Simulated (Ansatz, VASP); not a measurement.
## Ni: VASP beside Ansatz

File INCAR:

```
SYSTEM = Ni
PREC = Accurate
ENCUT = 520
EDIFF = 1E-6
ISMEAR = 0
SIGMA = 0.05
LREAL = .FALSE.
LASPH = .TRUE.
NELM = 150
ALGO = Normal
ISIF = 2
LWAVE = .FALSE.
LCHARG = .FALSE.
ISPIN = 2
MAGMOM = 0.8 0.8
LORBIT = 11
LMAXMIX = 4
NBANDS = 21
```

Contents of KPOINTS:

```
Automatic mesh
0
G
  14 14 10
  0 0 0
```

Contents of POSCAR:

```
Ni
1.0
    0.0000000000      1.7123229041     -1.7123229041
    0.0000000000      1.7123229041      1.7123229041
    3.4246458082      0.0000000000      0.0000000000
Ni
2
Direct
    0.0000000000      0.0000000000      0.0000000000
    0.5000000000      0.5000000000      0.5000000000
```

Input for Ansatz:

```yaml
crystal:
  lattice:
    - [0.0, 1.7123229041, -1.7123229041]
    - [0.0, 1.7123229041, 1.7123229041]
    - [3.4246458082, 0.0, 0.0]
  atoms:
    - { symbol: Ni, position: [0.0, 0.0, 0.0], spin: 0.8 }
    - { symbol: Ni, position: [0.5, 0.5, 0.5], spin: 0.8 }
basis:
  ecutwfc: 420
  ecutrho_ratio: 4
kpoints:
  mp_grid: { grid: [14, 14, 10] }
hamiltonian:
  xc: lda
scf:
  occupations: { method: gaussian, width: 0.05 }
  lower_state_search: "off"
output:
  forces: true
  stress: true
  eigenvalues: true
  populations: true
magnetization:
  spin_polarized: true
```

Alike in both runs: task single point; functional LDA; k mesh 14 × 14 × 10; occupations gaussian, width 0.05 eV; collinear spin.

|  | VASP | Ansatz |
| --- | --- | --- |
| version | VASP 6.6.1 | Ansatz 0.2.0 |
| potentials or method | VASP PAW LDA potentials, release 64 (Ni), cutoff 520 eV | scalar-relativistic, plane waves, PAW |
| valence electrons in the cell | 20 | 36 |

VASP gave:

| Item | Value |
| --- | --- |
| gap on the k mesh at the Fermi level (eV) | none |
| pressure (GPa) | -0.6 |
| traceless stress, the component that is largest in VASP (GPa) | 0.17 |
| net moment per atom (μB) | 0.57 |
| size of the moment on the site where the two differ most (μB) | 0.57 |

What did Ansatz give for the same quantities?

gap on the k mesh at the Fermi level (eV): none; pressure (GPa): -0.4; traceless stress, the component that is largest in VASP (GPa): 0.19; net moment per atom (μB): 0.59; size of the moment on the site where the two differ most (μB): 0.61.

LDA's correlation is that of Perdew and Zunger in VASP and of Perdew and Wang (1992) in Ansatz. Site moments also hang on the region over which each program counts them. A gap of «none» marks a metal or a gap that the smearing closes. VASP's potentials hold 20 valence electrons a cell and Ansatz's 36, so a difference there can come from the potentials and not from the codes.
